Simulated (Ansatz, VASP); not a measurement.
# Mo: VASP beside Ansatz

The input INCAR:

```
  PREC = Accurate
  ENCUT = 520
  EDIFF = 1E-6
  ISMEAR = 0
  SIGMA = 0.15
  LREAL = False
  LASPH = True
  NELM = 80
  ALGO = Normal
  ISIF = 2
  LWAVE = False
  LCHARG = False
  GGA = PE
  NBANDS = 13
```

Contents of KPOINTS:

```
regular mesh
0
Gamma
  21 21 18
```

POSCAR

```
Mo
1.0
    2.7765430532      0.0000000000      0.0000000000
   -1.3882715266      2.4045568187      0.0000000000
    0.0000000000      0.0000000000      2.5551807000
Mo
1
Direct
    0.0000000000      0.0000000000      0.5000000000
```

Input for Ansatz:

```yaml
crystal:
  lattice:
    - [2.7765430532, 0.0, 0.0]
    - [-1.3882715266, 2.4045568187, 0.0]
    - [0.0, 0.0, 2.5551807]
  atoms:
    - { symbol: Mo, position: [0.0, 0.0, 0.5] }
basis:
  ecutwfc: 420
kpoints:
  mp_grid: { grid: [21, 21, 18] }
hamiltonian:
  xc: pbe
scf:
  occupations: { method: gaussian, width: 0.15 }
output:
  forces: true
  stress: true
  eigenvalues: true
```

Change from the starting cell: strain +0.015 along x and y, +0.000 along z, atoms carried along.

Alike in both runs: task single point; functional PBE; k mesh 21 × 21 × 18; occupations gaussian, width 0.15 eV; no spin polarisation.

|  | VASP | Ansatz |
| --- | --- | --- |
| version | VASP 6.6.1 | Ansatz 0.2.0 |
| potentials or method | VASP PAW PBE potentials, release 64 (Mo_sv), cutoff 520 eV | scalar-relativistic, plane waves, PAW |
| valence electrons in the cell | 14 | 14 |

VASP gave:

| Item | Value |
| --- | --- |
| gap on the k mesh at the Fermi level (eV) | none |
| pressure (GPa) | -2.5 |
| traceless stress, the component that is largest in VASP (GPa) | -2.12 |

Problem. Which values does Ansatz return?

Solution. gap on the k mesh at the Fermi level (eV): none; pressure (GPa): -3.0; traceless stress, the component that is largest in VASP (GPa): -2.24.

A gap of «none» marks a metal or a gap that the smearing closes.
